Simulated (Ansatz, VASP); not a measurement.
# One calculation of Bi2S3, two programs

```
CELL_PARAMETERS angstrom
11.18997 0.00000 0.00000
0.00000 3.96517 0.00000
0.00000 0.00000 10.93864
ATOMIC_POSITIONS crystal
Bi 0.49121 0.25000 0.32439
Bi 0.00879 0.75000 0.82439
Bi 0.99121 0.25000 0.17561
Bi 0.50879 0.75000 0.67561
Bi 0.33454 0.75000 0.03037
Bi 0.16546 0.25000 0.53037
Bi 0.83454 0.75000 0.46963
Bi 0.66546 0.25000 0.96963
S 0.28249 0.25000 0.19410
S 0.21751 0.75000 0.69410
S 0.78249 0.25000 0.30590
S 0.71751 0.75000 0.80590
S 0.54901 0.75000 0.12948
S 0.95099 0.25000 0.62948
S 0.04901 0.75000 0.37052
S 0.45099 0.25000 0.87052
S 0.37694 0.75000 0.44357
S 0.12306 0.25000 0.94357
S 0.87694 0.75000 0.05643
S 0.62306 0.25000 0.55643
```

Alike in both runs: functional PBEsol; k mesh 2 × 6 × 2; occupations fermi-dirac, width 0.02 eV; no spin polarisation.

Ansatz relaxed the structure, and its values are those at the end. VASP's run is a single point on that final structure, the one shown.

|  | VASP | Ansatz |
| --- | --- | --- |
| version | VASP 6.6.1 | Ansatz 0.2.0 |
| potentials or method | VASP PAW PBE potentials, release 64 (Bi_d, S), cutoff 520 eV | PAW plane waves |
| valence electrons in the cell | 192 | 192 |

```csv
,VASP,Ansatz,Ansatz less VASP
gap on the k mesh at the Fermi level (eV),1.26,1.26,-0.001
pressure (GPa),0.0,0.0,+0.04
```

VASP's potentials were made for PBE, not for PBEsol, and Ansatz warns of the same on its side.

Spin-orbit coupling is off throughout.
